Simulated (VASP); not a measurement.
# MoS2 (P6_3/mmc) in VASP: a series of runs

The runs below take MoS2 through single point, with PBEsol.

Program: VASP 6.6.1. These are calculated values, not measurements. Logs are shortened: lines on timing, memory, paths and dates and some standing lists are left out, and cuts for length are marked.

### Step 1. The cell of the first run

The structure is hexagonal, space group P6_3/mmc (No. 194). Conventional cell: a = 3.003 Å, b = 3.003 Å, c = 14.415 Å, α = 90.00°, β = 90.00°, γ = 120.00°. Mo (site symmetry -6m2) has 6 S at 2.49 Å and 6 Mo at 3.00 Å within 3.3 Å. S (site symmetry 3m) has 3 Mo at 2.49 Å and 6 S at 3.00 Å within 3.3 Å.

### Step 2. Single point, PBEsol (18.77 Å³/atom)

Input file INCAR:

```
PREC     = Accurate       # precision mode
ENCUT    = 520            # plane-wave cutoff, eV
EDIFF    = 1E-7           # SCF threshold, eV
ISMEAR   = 1              # smearing method
SIGMA    = 0.11           # smearing width, eV
LREAL    = F              # projectors in reciprocal space
LASPH    = T              # aspherical terms in the spheres
NELM     = 80             # most SCF steps
ALGO     = Normal         # electronic algorithm
ISIF     = 2              # what is computed and relaxed
LWAVE    = F              # write WAVECAR
LCHARG   = F              # write CHGCAR
GGA      = PS             # functional
NBANDS   = 35             # bands
```

Input file KPOINTS:

```
regular mesh
0
Gamma
  12 12 4
```

Input file POSCAR:

```
MoS2
1.0
    3.0032912014      0.0000000000      0.0000000000
   -1.5016456007      2.6009264754      0.0000000000
    0.0000000000      0.0000000000     14.4151971085
Mo S
2 4
Direct
    0.3333333333      0.6666666667      0.2500000000
    0.6666666667      0.3333333333      0.7500000000
    0.3333333333      0.6666666667      0.6259932117
    0.6666666667      0.3333333333      0.1259932117
    0.3333333333      0.6666666667      0.8740067883
    0.6666666667      0.3333333333      0.3740067883
```

Potentials or basis: VASP PAW PBE potentials, release 64 (Mo_sv, S).

Started as:

```sh
$ cat potpaw_PBE.64/Mo_sv/POTCAR potpaw_PBE.64/S/POTCAR > POTCAR
$ mpirun -np 1 vasp_std > vasp.out
```

OUTCAR:

```text
PREC = Accurate
   ENCUT = 520
   EDIFF = 1E-7
   ISMEAR = 1
   LREAL = F
   LASPH = T
   NELM = 80
   ISIF = 2
   GGA = PS

 ion  position               nearest neighbor table
   1  0.333  0.667  0.250-   4 2.49   6 2.49   4 2.49   6 2.49   4 2.49   6 2.49
   2  0.667  0.333  0.750-   3 2.49   5 2.49   3 2.49   5 2.49   3 2.49   5 2.49
   3  0.333  0.667  0.626-   2 2.49   2 2.49   2 2.49
   4  0.667  0.333  0.126-   1 2.49   1 2.49   1 2.49
   5  0.333  0.667  0.874-   2 2.49   2 2.49   2 2.49
   6  0.667  0.333  0.374-   1 2.49   1 2.49   1 2.49

  LATTYP: Found a hexagonal cell.
 ALAT       =     3.0032912014
 C/A-ratio  =     4.7998000000

  Lattice vectors:

 A1 = (   3.0032912014,   0.0000000000,   0.0000000000)
 A2 = (  -1.5016456007,   2.6009264754,   0.0000000000)
 A3 = (   0.0000000000,   0.0000000000,  14.4151971085)

Analysis of symmetry for initial positions (statically):
=====================================================================
 Subroutine PRICEL returns:
 Original cell was already a primitive cell.

 Routine SETGRP: Setting up the symmetry group for a
 hexagonal supercell.

 Subroutine GETGRP returns: Found 24 space group operations
 (whereof 12 operations were pure point group operations)
 out of a pool of 24 trial point group operations.

The static configuration has the point symmetry D_3d.
 The point group associated with its full space group is D_6h.

Analysis of symmetry for dynamics (positions and initial velocities):
=====================================================================
 Subroutine PRICEL returns:
 Original cell was already a primitive cell.

 Routine SETGRP: Setting up the symmetry group for a
 hexagonal supercell.

 Subroutine GETGRP returns: Found 24 space group operations
 (whereof 12 operations were pure point group operations)
 out of a pool of 24 trial point group operations.

The dynamic configuration has the point symmetry D_3d.
 The point group associated with its full space group is D_6h.

 Subroutine INISYM returns: Found 24 space group operations
 (whereof 12 operations are pure point group operations),
 and found     1 'primitive' translations

----------------------------------------------------------------------------------------

                                     Primitive cell

  volume of cell :     112.6020

  direct lattice vectors                    reciprocal lattice vectors
     3.003291201  0.000000000  0.000000000     0.332968045  0.192239190  0.000000000
    -1.501645601  2.600926475  0.000000000     0.000000000  0.384478381  0.000000000
     0.000000000  0.000000000 14.415197108     0.000000000  0.000000000  0.069371233

  length of vectors
     3.003291201  3.003291201 14.415197108     0.384478381  0.384478381  0.069371233

  position of ions in fractional coordinates (direct lattice)
     0.333333333  0.666666667  0.250000000
     0.666666667  0.333333333  0.750000000
     0.333333333  0.666666667  0.625993212
     0.666666667  0.333333333  0.125993212
     0.333333333  0.666666667  0.874006788
     0.666666667  0.333333333  0.374006788

  ion indices of the primitive-cell ions
   primitive index   ion index
                 1           1
                 2           2
                 3           3
                 4           4
                 5           5
                 6           6

----------------------------------------------------------------------------------------

 KPOINTS: regular mesh

Automatic generation of k-mesh.
 Grid dimensions read from file:
 generate k-points for:   12   12    4

 Generating k-lattice:

  Cartesian coordinates                     Fractional coordinates (reciprocal lattice)
     0.027747337  0.016019933  0.000000000     0.083333333  0.000000000  0.000000000
     0.000000000  0.032039865  0.000000000     0.000000000  0.083333333  0.000000000
     0.000000000  0.000000000  0.017342808     0.000000000  0.000000000  0.250000000

  Length of vectors
     0.032039865  0.032039865  0.017342808

  Shift w.r.t. Gamma in fractional coordinates (k-lattice)
     0.000000000  0.000000000  0.000000000

 Subroutine IBZKPT returns following result:
 ===========================================

 Found     57 irreducible k-points:

 Following reciprocal coordinates:
            Coordinates               Weight
  0.000000  0.000000  0.000000      1.000000
  0.083333 -0.000000  0.000000      6.000000
  0.166667  0.000000  0.000000      6.000000
  0.250000  0.000000  0.000000      6.000000
  0.333333  0.000000  0.000000      6.000000
  0.416667  0.000000  0.000000      6.000000
[... 16 lines left out ...]
  0.250000  0.000000  0.250000     12.000000
  0.333333  0.000000  0.250000     12.000000
 [... further k-points ...]
   k-points           NKPTS =     57   k-points in BZ     NKDIM =     57   number of bands    NBANDS=     35
   number of dos      NEDOS =    301   number of ions     NIONS =      6
   total plane-waves  NPLWV =  62208
   dimension x,y,z NGX =    24 NGY =   24 NGZ =  108
   dimension x,y,z NGXF=    48 NGYF=   48 NGZF=  216
   ions per type =               2   4
   NGX,Y,Z   is equivalent  to a cutoff of  13.29, 13.29, 12.46 a.u.
   NGXF,Y,Z  is equivalent  to a cutoff of  26.57, 26.57, 24.91 a.u.
 SYSTEM =  unknown system
   PREC   = accura    normal or accurate (medium, high low for compatibility)
   ISTART =      0    job   : 0-new  1-cont  2-samecut
   ICHARG =      2    charge: 1-file 2-atom 10-const
   ISPIN  =      1    spin polarized calculation?
   LNONCOLLINEAR =      F non collinear calculations
   LSORBIT =      F    spin-orbit coupling
   LASPH  =      T    aspherical Exc in radial PAW
   ENCUT  =  520.0 eV  38.22 Ry    6.18 a.u.   5.58  5.58 26.80*2*pi/ulx,y,z
   NELM   =     80;   NELMIN=  2; NELMDL= -5     # of ELM steps
   EDIFF  = 0.1E-06   stopping-criterion for ELM
   LREAL  =      F    real-space projection
   EDIFFG = 0.1E-05   stopping-criterion for IOM
   NSW    =      0    number of steps for IOM
   IBRION =     -1    ionic relax: 0-MD 1-quasi-New 2-CG
   NFREE  =      0    steps in history (QN), initial steepest desc. (CG)
   ISIF   =      2    stress and relaxation
   ISYM   =      2    0-nonsym 1-usesym 2-fastsym
   POTIM  = 0.5000    time-step for ionic-motion
   TEBEG  =    0.0;   TEEND  =   0.0 temperature during run
   PSTRESS=    0.0 pullay stress
   NELECT =      52.0000    total number of electrons
   NUPDOWN=      -1.0000    fix difference up-down
   EMIN   =  10.00;   EMAX   =-10.00  energy-range for DOS
   EFERMI =   0.00;   METHOD = LEGACY
   ISMEAR =     1;   SIGMA  =   0.11  broadening in eV -4-tet -1-fermi 0-gaus
   EFERMI_NEDOS =   21; number of points for ismear=-14 and -15
   IALGO  =     38    algorithm
   IMIX   =      4    mixing-type and parameters
     AMIX     =   0.40;   BMIX     =  1.00
     AMIX_MAG =   1.60;   BMIX_MAG =  1.00
  volume/ion in A,a.u.               =      18.77       126.65
  Fermi-wavevector in a.u.,A,eV,Ry     =   1.265398  2.391256 21.786095  1.601233
  Thomas-Fermi vector in A             =   2.398654
   LORBIT       =      0    0 simple, 1 ext, 2 COOP (PROOUT), +10 PAW based schemes
   GGA     = PS    functional components
   LHFCALC =     F    Hartree Fock is set to
   AEXX    =    0.0000 exact exchange contribution
   IVDW    =     0    specifies the selected vdW correction
   LEPSILON=     F    determine dielectric tensor
   LRPA    =     F    only Hartree local field effects (RPA)
 non-spin polarized calculation
 Methfessel and Paxton  Order N= 1 SIGMA  =   0.11
  energy-cutoff  :      520.00
  volume of cell :      112.60
 maximum number of plane-waves:      3078
 NGX is ok and might be reduce to    24
   NGX = 11   NGY = 11   NGZ = 53

 number of electron      52.0000004 magnetization

 Free energy of the ion-electron system (eV)
  ---------------------------------------------------
  ext. energy  EPLUGINS =         0.00000000
  ---------------------------------------------------
  free energy    TOTEN  =       -45.41775099 eV

  energy without entropy =      -45.42126904  energy(sigma->0) =      -45.41892367

 E-fermi :   6.2238     XC(G=0): -10.6383

 val. band max:        6.1963046019   @ k =   0.3333   0.3333   0.5000
 cond. band min:       6.2254145609   @ k =   0.3333   0.3333   0.2500
 fundamental gap:      0.0291099591
 Fermi energy:         6.2238423995

 k-point     1 :       0.0000    0.0000    0.0000
  band No.  band energies     occupation
      1     -54.5278      2.00000
      2     -54.5278      2.00000
      3     -28.7600      2.00000
      4     -28.7600      2.00000
      5     -28.2935      2.00000
      6     -28.2935      2.00000
[... 27 lines left out ...]
     34       9.3630      0.00000
     35      12.3945      0.00000

 k-point     2 :       0.0833   -0.0000    0.0000
  band No.  band energies     occupation
      1     -54.5228      2.00000
      2     -54.5228      2.00000
      3     -28.7524      2.00000
      4     -28.7523      2.00000
      5     -28.3355      2.00000
      6     -28.3355      2.00000
[... 27 lines left out ...]
     34       9.5002      0.00000
     35      12.6460      0.00000

 k-point     3 :       0.1667    0.0000    0.0000
  band No.  band energies     occupation
      1     -54.5092      2.00000
      2     -54.5092      2.00000
      3     -28.7313      2.00000
      4     -28.7313      2.00000
      5     -28.4488      2.00000
      6     -28.4488      2.00000
[... 27 lines left out ...]
     34       9.7660      0.00000
     35      12.9691      0.00000

 k-point     4 :       0.2500    0.0000    0.0000
  band No.  band energies     occupation
      1     -54.4905      2.00000
      2     -54.4905      2.00000
      3     -28.7024      2.00000
      4     -28.7024      2.00000
      5     -28.6010      2.00000
      6     -28.6010      2.00000
[... 27 lines left out ...]
     34       9.9707      0.00000
     35      13.1097      0.00000

 k-point     5 :       0.3333    0.0000    0.0000
  band No.  band energies     occupation
      1     -54.4718      2.00000
      2     -54.4718      2.00000
      3     -28.7502      2.00000
      4     -28.7502      2.00000
      5     -28.6734      2.00000
      6     -28.6734      2.00000
[... 638 lines left out ...]
 k-point    22 :       0.1667    0.0000    0.2500
  band No.  band energies     occupation
      1     -54.5092      2.00000
      2     -54.5092      2.00000
      3     -28.7313      2.00000
      4     -28.7313      2.00000
      5     -28.4488      2.00000
      6     -28.4488      2.00000
[... 27 lines left out ...]
     34       9.7595      0.00000
     35      13.0725      0.00000

 k-point    23 :       0.2500    0.0000    0.2500
  band No.  band energies     occupation
      1     -54.4905      2.00000
      2     -54.4905      2.00000
      3     -28.7024      2.00000
      4     -28.7024      2.00000
      5     -28.6010      2.00000
      6     -28.6010      2.00000
[... 27 lines left out ...]
     34       9.9605      0.00000
     35      13.1839      0.00000

 k-point    24 :       0.3333    0.0000    0.2500
  band No.  band energies     occupation
      1     -54.4718      2.00000
      2     -54.4718      2.00000
      3     -28.7502      2.00000
      4     -28.7502      2.00000
      5     -28.6734      2.00000
      6     -28.6734      2.00000
[... 27 lines left out ...]
     34      10.0522      0.00000
     35      13.0190      0.00000

 [... further k-points ...]
[... 5 lines left out ...]
  --------------------------------------------------------------------------------------
  -------------------------------------------------------------------------------------
  Total        2.5898534      2.5898534    -20.1374909      0.0000000      0.0000000      0.0000000
  in kB       36.8501837     36.8501837   -286.5298260      0.0000000      0.0000000      0.0000000
  external PRESSURE =     -70.9431529 kB  Pullay stress =       0.0000000 kB

 VOLUME and BASIS-vectors are now :
 -----------------------------------------------------------------------------
  energy-cutoff  :      520.00
  volume of cell :      112.60
      direct lattice vectors                 reciprocal lattice vectors
     3.003291201  0.000000000  0.000000000     0.332968045  0.192239190  0.000000000
    -1.501645601  2.600926475  0.000000000     0.000000000  0.384478381  0.000000000
     0.000000000  0.000000000 14.415197108     0.000000000  0.000000000  0.069371233

 POSITION                                       TOTAL-FORCE (eV/Angst)
 -----------------------------------------------------------------------------------
     -0.00000      1.73395      3.60380         0.000000     -0.000000      0.000000
      1.50165      0.86698     10.81140        -0.000000      0.000000      0.000000
     -0.00000      1.73395      9.02382        -0.000000     -0.000000      2.746952
      1.50165      0.86698      1.81622         0.000000     -0.000000      2.746952
     -0.00000      1.73395     12.59898        -0.000000     -0.000000     -2.746952
      1.50165      0.86698      5.39138         0.000000     -0.000000     -2.746952
 -----------------------------------------------------------------------------------
    total drift:                               -0.000000      0.000000     -0.000000

  FREE ENERGIE OF THE ION-ELECTRON SYSTEM (eV)
  ---------------------------------------------------
  free  energy   TOTEN  =       -45.4177509900 eV

  energy  without entropy=      -45.4212690441  energy(sigma->0) =      -45.41892367
```

Wall time 4.3 min (1 thread of Intel Xeon 8259CL, shared host); peak memory 0.35 GiB.

What came out:

```
Free energy            : -45.4178 eV
Pressure               : -7.1 GPa
Largest force          : 2.747 eV/Å
Band gap on the k mesh : 0.76 eV (least direct gap 1.26 eV)
```

Forces on the atoms (eV/Å):
```
Mo   0.000  0.000  0.000
Mo   0.000  0.000  0.000
S    0.000  0.000  2.747
S    0.000  0.000  2.747
S    0.000  0.000 -2.747
S    0.000  0.000 -2.747
```

Levels at points of the mesh, in eV from the valence-band top:
```csv
k point,band 23,band 24,band 25,band 26,band 27,band 28,band 29,band 30
"(0.00, 0.00, 0.00)",-0.31,-0.31,-0.30,-0.30,2.92,2.92,2.95,2.95
"(0.50, 0.00, 0.00)",-1.00,-0.92,-0.16,-0.10,2.51,2.79,3.05,3.06
"(0.00, 0.00, 0.50)",-0.30,-0.30,-0.30,-0.30,2.93,2.93,2.93,2.93
"(0.50, 0.00, 0.50)",-0.96,-0.96,-0.13,-0.13,2.64,2.64,3.05,3.05
```

Caveat: the stress differs along the axes, from -29 to 4 GPa; the PAW data sets were made with another functional, which shifts forces and pressure a little; this functional lacks dispersion, which binds layers or chains, so the pressure and a relaxed spacing across them are unreliable. Expect the measured gap to be larger: semilocal functionals such as PBEsol lack the derivative discontinuity.

### Step 3. Single point, PBEsol (19.20 Å³/atom)

This run uses another cell than the first one, of 19.20 Å³/atom.

Input file INCAR:

```
PREC = Accurate
ENCUT = 520
EDIFF = 1E-7
ISMEAR = 1
SIGMA = 0.2
LREAL = F
LASPH = T
NELM = 80
ALGO = Normal
ISIF = 2
LWAVE = F
LCHARG = T
GGA = PS
LELF = T
LVHAR = T
NBANDS = 35
```

KPOINTS is that of step 2.

Changes to POSCAR since step 2:

```diff
@@ -2,5 +2,5 @@
 1.0
-    3.0032912014      0.0000000000      0.0000000000
-   -1.5016456007      2.6009264754      0.0000000000
-    0.0000000000      0.0000000000     14.4151971085
+    3.3751801282      0.0000000000      0.0000000000
+   -1.6875900641      2.9229917334      0.0000000000
+    0.0000000000      0.0000000000     11.6750855814
 Mo S
```

Potentials or basis: VASP PAW PBE potentials, release 64 (Mo_sv, S).

Started as:

```sh
$ cat potpaw_PBE.64/Mo_sv/POTCAR potpaw_PBE.64/S/POTCAR > POTCAR
$ mpirun -np 1 vasp_std > vasp.out
```

It took 3.6 min on 1 thread of AMD EPYC 7R13 (Zen 3), shared host; peak memory 0.32 GiB.

Results (log left out):

* Free energy: -45.9525 eV
* Pressure: -7.6 GPa
* Largest force: 0.634 eV/Å
* Band gap on the k mesh: zero (bands 26 and 27 overlap by 0.40 eV)

Forces in eV/Å, atoms in the order of the input:
```
Mo   0.000  0.000  0.000
Mo   0.000  0.000  0.000
S    0.000  0.000 -0.634
S    0.000  0.000 -0.634
S    0.000  0.000  0.634
S    0.000  0.000  0.634
```

Stress tensor (GPa, compression positive):
```
-14.50   0.00   0.00
  0.00 -14.50   0.00
  0.00   0.00   6.22
```

Levels at points of the mesh, in eV from the Fermi level:
```csv
k point,band 24,band 25,band 26,band 27,band 28,band 29
"(0.00, 0.00, 0.00)",-0.50,-0.45,0.29,1.47,1.47,1.49
"(0.50, 0.00, 0.00)",-1.96,-1.63,-1.27,0.66,0.74,1.04
"(0.00, 0.00, 0.50)",-1.89,0.17,0.17,1.47,1.47,1.47
"(0.50, 0.00, 0.50)",-2.19,-1.39,-1.39,0.70,0.70,1.08
```

Caveat: the stress differs along the axes, from -14 to 6 GPa; the PAW data sets were made with another functional, which shifts forces and pressure a little; this functional lacks dispersion, which binds layers or chains, so the pressure and a relaxed spacing across them are unreliable.

(Part 1 of 2 ends here.)

The gap in the log of VASP goes by the Fermi energy; the results here count the filled bands.